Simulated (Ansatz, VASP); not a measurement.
**Two plane-wave programs on BiTe**

```
Bi Te
1.0
     4.59788    0.00000    0.00000
    -2.29894    3.98188    0.00000
     2.29894    1.32729    3.75416
Bi Te
1 1
Cartesian
  0.0000 2.6546 1.8771
  0.0000 0.0000 0.0000
```

Alike in both runs: task single point; functional PBE; k mesh 9 × 9 × 9; occupations gaussian, width 0.1 eV; no spin polarisation.

```csv
,VASP,Ansatz
version,VASP 6.6.1,Ansatz 0.2.0
potentials or method,"VASP PAW PBE potentials, release 64 (Bi_d, Te), cutoff 520 eV","scalar-relativistic, plane waves, PAW"
valence electrons in the cell,21,31
```

|  | VASP | Ansatz | Ansatz less VASP |
| --- | --- | --- | --- |
| gap on the k mesh at the Fermi level (eV) | none | none | - |
| pressure (GPa) | 0.0 | 0.0 | +0.05 |

A gap of «none» marks a metal or a gap that the smearing closes. VASP's potentials hold 21 valence electrons a cell and Ansatz's 31, so a difference there can come from the potentials and not from the codes.

Neither program's run includes spin-orbit coupling.
